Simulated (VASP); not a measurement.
# TePt (P6_3/mmc) in VASP: a series of runs

TePt is run at these levels: LDA; tasks: single point.

Everything below comes from runs of VASP 6.6.1. Logs are shortened: lines on timing, memory, paths and dates and some standing lists are left out, and cuts for length are marked.

### 1 The cell of the first run

Symmetry: P6_3/mmc, No. 194, hexagonal system. The conventional cell has a = 4.083 Å, b = 4.083 Å, c = 5.353 Å, α = 90.00°, β = 90.00°, γ = 120.00°. Within 3.6 Å of Te (site symmetry -6m2) lie 6 Pt at 2.71 Å and 6 Te at 3.57 Å. Within 3.5 Å of Pt (site symmetry -3m) lie 2 Pt at 2.68 Å and 6 Te at 2.71 Å.

### 2 Single point, LDA, collinear spin (19.32 Å³/atom)

File INCAR:

```
ALGO     = Normal         # electronic algorithm
EDIFF    = 1E-7           # SCF threshold, eV
ENCUT    = 520            # plane-wave cutoff, eV
ISIF     = 2              # what is computed and relaxed
ISMEAR   = 0              # smearing method
ISPIN    = 2              # spin polarisation
LASPH    = True           # aspherical terms in the spheres
LCHARG   = False          # write CHGCAR
LMAXMIX  = 4              # l up to which the mixer works
LORBIT   = 11             # projections on sites
LREAL    = False          # projectors in reciprocal space
LWAVE    = False          # write WAVECAR
MAGMOM   = 0 0 0.375 0.375 # initial moments
NBANDS   = 28             # bands
NELM     = 150            # most SCF steps
NUPDOWN  = 0.75           # fixed moment
PREC     = Accurate       # precision mode
SIGMA    = 0.15           # smearing width, eV
```

File KPOINTS:

```
k-points
0
Gamma
  12 12 8
```

File POSCAR:

```
TePt
1.0
    4.0832422724      0.0000000000      0.0000000000
   -2.0416211362      3.5361915377      0.0000000000
    0.0000000000      0.0000000000      5.3532323131
Te Pt
2 2
Direct
    0.3333333333      0.6666666667      0.2500000000
    0.6666666667      0.3333333333      0.7500000000
    0.0000000000      0.0000000000      0.0000000000
    0.0000000000      0.0000000000      0.5000000000
```

Potentials or basis: VASP PAW LDA potentials, release 64 (Te, Pt).

The run is started by

```
$ cat potpaw_LDA.64/Te/POTCAR potpaw_LDA.64/Pt/POTCAR > POTCAR
$ mpirun -np 1 vasp_std > vasp.out
```

OUTCAR:

```text
EDIFF = 1E-7
   ENCUT = 520
   ISIF = 2
   ISMEAR = 0
   ISPIN = 2
   LASPH = True
   LORBIT = 11
   LREAL = False
   NELM = 150
   NUPDOWN = 0.75
   PREC = Accurate

 ion  position               nearest neighbor table
   1  0.333  0.667  0.250-   3 2.71   4 2.71   3 2.71   4 2.71   3 2.71   4 2.71   2 3.57   2 3.57
                             2 3.57   2 3.57   2 3.57   2 3.57
   2  0.667  0.333  0.750-   3 2.71   4 2.71   3 2.71   4 2.71   3 2.71   4 2.71   1 3.57   1 3.57
                             1 3.57   1 3.57   1 3.57   1 3.57
   3  0.000  0.000  0.000-   4 2.68   4 2.68   1 2.71   2 2.71   1 2.71   2 2.71   2 2.71   1 2.71

   4  0.000  0.000  0.500-   3 2.68   3 2.68   1 2.71   2 2.71   1 2.71   2 2.71   2 2.71   1 2.71

  LATTYP: Found a hexagonal cell.
 ALAT       =     4.0832422724
 C/A-ratio  =     1.3110249052

  Lattice vectors:

 A1 = (   4.0832422724,   0.0000000000,   0.0000000000)
 A2 = (  -2.0416211362,   3.5361915377,   0.0000000000)
 A3 = (   0.0000000000,   0.0000000000,   5.3532323131)

Analysis of symmetry for initial positions (statically):
=====================================================================
 Subroutine PRICEL returns:
 Original cell was already a primitive cell.

 Routine SETGRP: Setting up the symmetry group for a
 hexagonal supercell.

 Subroutine GETGRP returns: Found 24 space group operations
 (whereof 12 operations were pure point group operations)
 out of a pool of 24 trial point group operations.

The static configuration has the point symmetry D_3d.
 The point group associated with its full space group is D_6h.

Analysis of symmetry for dynamics (positions and initial velocities):
=====================================================================
 Subroutine PRICEL returns:
 Original cell was already a primitive cell.

 Routine SETGRP: Setting up the symmetry group for a
 hexagonal supercell.

 Subroutine GETGRP returns: Found 24 space group operations
 (whereof 12 operations were pure point group operations)
 out of a pool of 24 trial point group operations.

The dynamic configuration has the point symmetry D_3d.
 The point group associated with its full space group is D_6h.

Analysis of structural, dynamic, and magnetic symmetry:
=====================================================================
 Subroutine PRICEL returns:
 Original cell was already a primitive cell.

 Routine SETGRP: Setting up the symmetry group for a
 hexagonal supercell.

 Subroutine GETGRP returns: Found 24 space group operations
 (whereof 12 operations were pure point group operations)
 out of a pool of 24 trial point group operations.

The overall configuration has the point symmetry D_3d.
 The point group associated with its full space group is D_6h.

 Subroutine INISYM returns: Found 24 space group operations
 (whereof 12 operations are pure point group operations),
 and found     1 'primitive' translations

----------------------------------------------------------------------------------------

                                     Primitive cell

  volume of cell :      77.2960

  direct lattice vectors                    reciprocal lattice vectors
     4.083242272  0.000000000  0.000000000     0.244903421  0.141395056  0.000000000
    -2.041621136  3.536191538  0.000000000     0.000000000  0.282790112  0.000000000
     0.000000000  0.000000000  5.353232313     0.000000000  0.000000000  0.186803027

  length of vectors
     4.083242272  4.083242272  5.353232313     0.282790112  0.282790112  0.186803027

  position of ions in fractional coordinates (direct lattice)
     0.333333333  0.666666667  0.250000000
     0.666666667  0.333333333  0.750000000
     0.000000000  0.000000000  0.000000000
     0.000000000  0.000000000  0.500000000

  ion indices of the primitive-cell ions
   primitive index   ion index
                 1           1
                 2           2
                 3           3
                 4           4

----------------------------------------------------------------------------------------

 KPOINTS: k-points

Automatic generation of k-mesh.
 Grid dimensions read from file:
 generate k-points for:   12   12    8

 Generating k-lattice:

  Cartesian coordinates                     Fractional coordinates (reciprocal lattice)
     0.020408618  0.011782921  0.000000000     0.083333333 -0.000000000  0.000000000
     0.000000000  0.023565843  0.000000000     0.000000000  0.083333333  0.000000000
     0.000000000  0.000000000  0.023350378     0.000000000  0.000000000  0.125000000

  Length of vectors
     0.023565843  0.023565843  0.023350378

  Shift w.r.t. Gamma in fractional coordinates (k-lattice)
     0.000000000  0.000000000  0.000000000

 Subroutine IBZKPT returns following result:
 ===========================================

 Found     95 irreducible k-points:

 Following reciprocal coordinates:
            Coordinates               Weight
  0.000000  0.000000  0.000000      1.000000
  0.083333  0.000000  0.000000      6.000000
  0.166667  0.000000  0.000000      6.000000
  0.250000 -0.000000  0.000000      6.000000
  0.333333 -0.000000  0.000000      6.000000
  0.416667 -0.000000  0.000000      6.000000
[... 16 lines left out ...]
  0.250000 -0.000000  0.125000     12.000000
  0.333333 -0.000000  0.125000     12.000000
 [... further k-points ...]
   k-points           NKPTS =     95   k-points in BZ     NKDIM =     95   number of bands    NBANDS=     28
   number of dos      NEDOS =    301   number of ions     NIONS =      4
   total plane-waves  NPLWV =  36000
   dimension x,y,z NGX =    30 NGY =   30 NGZ =   40
   dimension x,y,z NGXF=    60 NGYF=   60 NGZF=   80
   ions per type =               2   2
   NGX,Y,Z   is equivalent  to a cutoff of  12.21, 12.21, 12.42 a.u.
   NGXF,Y,Z  is equivalent  to a cutoff of  24.43, 24.43, 24.84 a.u.
 SYSTEM =  unknown system
   PREC   = accura    normal or accurate (medium, high low for compatibility)
   ISTART =      0    job   : 0-new  1-cont  2-samecut
   ICHARG =      2    charge: 1-file 2-atom 10-const
   ISPIN  =      2    spin polarized calculation?
   LNONCOLLINEAR =      F non collinear calculations
   LSORBIT =      F    spin-orbit coupling
   LASPH  =      T    aspherical Exc in radial PAW
   ENCUT  =  520.0 eV  38.22 Ry    6.18 a.u.   7.59  7.59  9.95*2*pi/ulx,y,z
   NELM   =    150;   NELMIN=  2; NELMDL= -5     # of ELM steps
   EDIFF  = 0.1E-06   stopping-criterion for ELM
   LREAL  =      F    real-space projection
   EDIFFG = 0.1E-05   stopping-criterion for IOM
   NSW    =      0    number of steps for IOM
   IBRION =     -1    ionic relax: 0-MD 1-quasi-New 2-CG
   NFREE  =      0    steps in history (QN), initial steepest desc. (CG)
   ISIF   =      2    stress and relaxation
   ISYM   =      2    0-nonsym 1-usesym 2-fastsym
   POTIM  = 0.5000    time-step for ionic-motion
   TEBEG  =    0.0;   TEEND  =   0.0 temperature during run
   PSTRESS=    0.0 pullay stress
   NELECT =      32.0000    total number of electrons
   NUPDOWN=       0.7500    fix difference up-down
   EMIN   =  10.00;   EMAX   =-10.00  energy-range for DOS
   EFERMI =   0.00;   METHOD = LEGACY
   ISMEAR =     0;   SIGMA  =   0.15  broadening in eV -4-tet -1-fermi 0-gaus
   EFERMI_NEDOS =   21; number of points for ismear=-14 and -15
   IALGO  =     38    algorithm
   IMIX   =      4    mixing-type and parameters
     AMIX     =   0.40;   BMIX     =  1.00
     AMIX_MAG =   1.60;   BMIX_MAG =  1.00
  volume/ion in A,a.u.               =      19.32       130.40
  Fermi-wavevector in a.u.,A,eV,Ry     =   1.220129  2.305710 20.255201  1.488715
  Thomas-Fermi vector in A             =   2.355357
   LORBIT       =     11    0 simple, 1 ext, 2 COOP (PROOUT), +10 PAW based schemes
   GGA     = CA    functional components
   LHFCALC =     F    Hartree Fock is set to
   AEXX    =    0.0000 exact exchange contribution
   IVDW    =     0    specifies the selected vdW correction
   LEPSILON=     F    determine dielectric tensor
   LRPA    =     F    only Hartree local field effects (RPA)
 spin polarized calculation
 Gauss-broadening in eV      SIGMA  =   0.15
  energy-cutoff  :      520.00
  volume of cell :       77.30
 maximum number of plane-waves:      2105
   NGX = 15   NGY = 15   NGZ = 19

 number of electron      32.0000003 magnetization       0.7500000

 Free energy of the ion-electron system (eV)
  ---------------------------------------------------
  ext. energy  EPLUGINS =         0.00000000
  ---------------------------------------------------
  free energy    TOTEN  =       -23.07717891 eV

  energy without entropy =      -23.05465227  energy(sigma->0) =      -23.06591559

 E-fermi :  11.0085     XC(G=0): -11.9388

 val. band max:       11.6625279269   @ k =   0.4167  -0.0000   0.5000
 cond. band min:      11.0226855930   @ k =   0.2500   0.0833   0.0000
 fundamental gap:     -0.6398423339
 Fermi energy:        11.6634058778

 spin component 1

 k-point     1 :       0.0000    0.0000    0.0000
  band No.  band energies     occupation
      1      -3.7927      1.00000
      2      -0.4284      1.00000
      3       3.1078      1.00000
      4       4.1993      1.00000
      5       4.1993      1.00000
      6       4.7468      1.00000
[... 733 lines left out ...]
     27      22.3419      0.00000
     28      22.5258      0.00000

 [... further k-points ...]

 spin component 2

 k-point     1 :       0.0000    0.0000    0.0000
  band No.  band energies     occupation
      1      -3.6967      1.00000
      2      -0.3285      1.00000
      3       3.2056      1.00000
      4       4.3034      1.00000
      5       4.3034      1.00000
      6       4.8511      1.00000
[... 733 lines left out ...]
     27      22.4224      0.00000
     28      22.6158      0.00000

 [... further k-points ...]

------------------------ aborting loop because EDIFF is reached ----------------------------------------

  FORCE on cell =-STRESS in cart. coord.  units (eV):
  Direction    XX          YY          ZZ          XY          YZ          ZX
  --------------------------------------------------------------------------------------
  -------------------------------------------------------------------------------------
  Total        7.4094308      7.4094308      7.8855420      0.0000000      0.0000000      0.0000000
  in kB      153.5813239    153.5813239    163.4500696      0.0000000      0.0000000      0.0000000
  external PRESSURE =     156.8709058 kB  Pullay stress =       0.0000000 kB

 VOLUME and BASIS-vectors are now :
 -----------------------------------------------------------------------------
  energy-cutoff  :      520.00
  volume of cell :       77.30
      direct lattice vectors                 reciprocal lattice vectors
     4.083242272  0.000000000  0.000000000     0.244903421  0.141395056  0.000000000
    -2.041621136  3.536191538  0.000000000     0.000000000  0.282790112  0.000000000
     0.000000000  0.000000000  5.353232313     0.000000000  0.000000000  0.186803027

 POSITION                                       TOTAL-FORCE (eV/Angst)
 -----------------------------------------------------------------------------------
     -0.00000      2.35746      1.33831        -0.000000      0.000000      0.000000
      2.04162      1.17873      4.01492         0.000000     -0.000000      0.000000
      0.00000      0.00000      0.00000        -0.000000      0.000000      0.000000
      0.00000      0.00000      2.67662         0.000000      0.000000      0.000000
 -----------------------------------------------------------------------------------
    total drift:                               -0.000000      0.000000     -0.000000

  FREE ENERGIE OF THE ION-ELECTRON SYSTEM (eV)
  ---------------------------------------------------
  free  energy   TOTEN  =       -23.0771789094 eV

  energy  without entropy=      -23.0546522746  energy(sigma->0) =      -23.06591559

 total charge

# of ion       s       p       d       tot
------------------------------------------
    1        1.416   1.850   0.136   3.402
    2        1.416   1.850   0.136   3.402
    3        0.677   0.625   8.299   9.600
    4        0.677   0.625   8.299   9.600
--------------------------------------------------
tot          4.184   4.951  16.869  26.004

 magnetization (x)

# of ion       s       p       d       tot
------------------------------------------
    1        0.021   0.086   0.006   0.113
    2        0.021   0.086   0.006   0.113
    3        0.010   0.027   0.151   0.187
    4        0.010   0.027   0.151   0.187
--------------------------------------------------
tot          0.062   0.225   0.314   0.600
```

Run time: 6.8 min. Hardware: 1 thread of Intel Xeon 8259CL, shared host; peak memory 0.39 GiB.

What came out:

| Property | Result |
| --- | --- |
| Free energy | -23.0772 eV |
| Pressure | 15.7 GPa |
| Net moment | 0.75 μB per cell |
| Site moments | Te +0.11; Pt +0.19 μB |
| Valence electrons inside the program's atomic spheres | Te 3.40; Pt 9.60 |

Caveat: the cell stands under pressure; spin-orbit coupling is left out, which moves the levels of the heavy elements; the total moment is fixed, so each spin has its own Fermi level.

### 3 Single point, LDA, collinear spin (22.68 Å³/atom)

This run uses another cell than the first one, of 22.68 Å³/atom.

File INCAR:

```
SYSTEM = TePt
PREC = Accurate
ENCUT = 520
EDIFF = 1E-7
ISMEAR = 0
SIGMA = 0.15
LREAL = .FALSE.
LASPH = .TRUE.
NELM = 150
ALGO = Normal
ISIF = 2
LWAVE = .FALSE.
LCHARG = .FALSE.
ISPIN = 2
MAGMOM = 0 0 0.125 0.125
LORBIT = 11
NUPDOWN = 0.25
LMAXMIX = 4
NBANDS = 28
```

File KPOINTS:

```
Automatic mesh
0
G
  12 12 8
  0 0 0
```

File POSCAR:

```
TePt
1.0
    4.3073750233      0.0000000000      0.0000000000
   -2.1536875117      3.7302961938      0.0000000000
    0.0000000000      0.0000000000      5.6470759316
Te Pt
2 2
Direct
    0.3333333333      0.6666666667      0.2500000000
    0.6666666667      0.3333333333      0.7500000000
    0.0000000000      0.0000000000      0.0000000000
    0.0000000000      0.0000000000      0.5000000000
```

Potentials or basis: VASP PAW LDA potentials, release 64 (Te, Pt).

The run is started by

```
$ cat potpaw_LDA.64/Te/POTCAR potpaw_LDA.64/Pt/POTCAR > POTCAR
$ mpirun -np 1 vasp_std > vasp.out
```

Run time: 3.9 min. Hardware: 1 thread of Intel Xeon Platinum 8488C (Sapphire Rapids), shared host; peak memory 0.43 GiB.

The run converged. Its results:

- Free energy: -23.2950 eV
- Pressure: -9.1 GPa
- Net moment: 0.25 μB per cell
- Site moments: Te +0.03; Pt +0.07 μB
- Valence electrons inside the program's atomic spheres: Te 3.26; Pt 9.22

Stress tensor (GPa, compression positive):
```
-8.84  0.00  0.00
 0.00 -8.84  0.00
 0.00  0.00 -9.50
```

Caveat: the cell stands under tension; spin-orbit coupling is left out, which moves the levels of the heavy elements; the total moment is fixed, so each spin has its own Fermi level.

(Continued in part 2 of 2.)
